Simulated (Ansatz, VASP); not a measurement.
**Two plane-wave programs on Ir**

```xyz
2
Lattice="2.4119 0.0000 0.0000 -1.2060 2.0888 0.0000 0.0000 0.0000 3.9318" Properties=species:S:1:pos:R:3 pbc="T T T"
Ir    0.0000    1.3925    0.9829
Ir    1.2060    0.6963    2.9488
```

Change from the starting cell: volume scaled by 0.68, PAW files.

Alike in both runs: task single point; functional PBE; k mesh 18 × 18 × 10; occupations fermi-dirac, width 0.05 eV; no spin polarisation.

|  | VASP | Ansatz |
| --- | --- | --- |
| version | VASP 6.6.1 | Ansatz 0.2.0 |
| potentials or method | VASP PAW PBE potentials, release 64 (Ir_sv_GW) | PAW with Ansatz's default frozen-core files, scalar-relativistic |
| plane-wave cutoff (eV) | 560 | 420 |
| valence electrons in the cell | 34 | 34 |

|  | VASP | Ansatz | Ansatz less VASP |
| --- | --- | --- | --- |
| pressure (GPa) | 339.9 | 342.3 | +2.43 |
| traceless stress, the component that is largest in VASP (GPa) | -0.11 | -0.01 | +0.100 |

Both programs put the cell under a high pressure, so it lies far from rest at this level.

Neither program's run includes spin-orbit coupling. Noted on VASP's run: the cell as given lies far from equilibrium.
